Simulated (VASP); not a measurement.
Runs of VASP 6.6.1 on ZnTe2O3. The structure is that of space group P6/mmm (No. 191), or close to it. The cells are those of the table. The cell was built from a structure type or drawn by symmetry, and may not be a known phase.

```csv
task,cell,k mesh,cutoff (eV),gap on the mesh (eV),pressure (GPa),relaxed volume (Å³/atom)
relaxation of cell and atoms,"relaxed from a = 5.359, b = 5.359, c = 4.210 Å, angles 90.0, 90.0, 120.0°, 6 atoms",6 × 6 × 4,600,none,0.0,16.51
single point,"a = 5.359, b = 5.359, c = 4.210 Å, angles 90.0, 90.0, 120.0°, 6 atoms",6 × 6 × 4,520,none,-9.5,-
single point,"a = 5.722, b = 5.722, c = 3.381 Å, angles 90.0, 90.0, 120.0°, 6 atoms",3 × 3 × 6,520,none,-0.5,-
relaxation of cell and atoms,"relaxed from a = 5.918, b = 5.918, c = 3.287 Å, angles 90.0, 90.0, 120.0°, 6 atoms",3 × 3 × 6,600,none,0.0,(b)
single point,"a = 5.709, b = 5.709, c = 3.386 Å, angles 90.0, 90.0, 120.0°, 6 atoms",12 × 12 × 12,520,none,-0.5,-
single point,"a = 5.918, b = 5.918, c = 3.287 Å, angles 90.0, 90.0, 120.0°, 6 atoms",6 × 6 × 4,520,none,-0.5,-
relaxation of cell and atoms,"relaxed from a = 5.722, b = 5.722, c = 3.381 Å, angles 90.0, 90.0, 120.0°, 6 atoms",6 × 6 × 6,600,none,-0.1,15.73
single point,"a = 5.685, b = 5.685, c = 3.400 Å, angles 90.0, 90.0, 120.0°, 6 atoms",6 × 6 × 6,520,none,(a),-
```

Alike in all rows: level PBE; potentials or basis VASP PAW PBE potentials, release 64 (Zn, Te, O); no spin polarisation; smearing gaussian 0.1 eV.

Question: Estimate the missing entries.

Answer: (a) -0.6; (b) 15.87.

Caveats: some runs use coarse meshes; spin-orbit coupling is left out, which moves the levels of the heavy elements; a cell axis changed by over 15 % at a fixed basis, so the end point is rough (at least some runs); semilocal functionals underestimate gaps, so a narrow gap can read as zero (at least some runs).

A k mesh can miss the band edges, and the runs leave out spin-orbit coupling on Te.

A gap of «none» marks levels without a gap at the run's occupations.
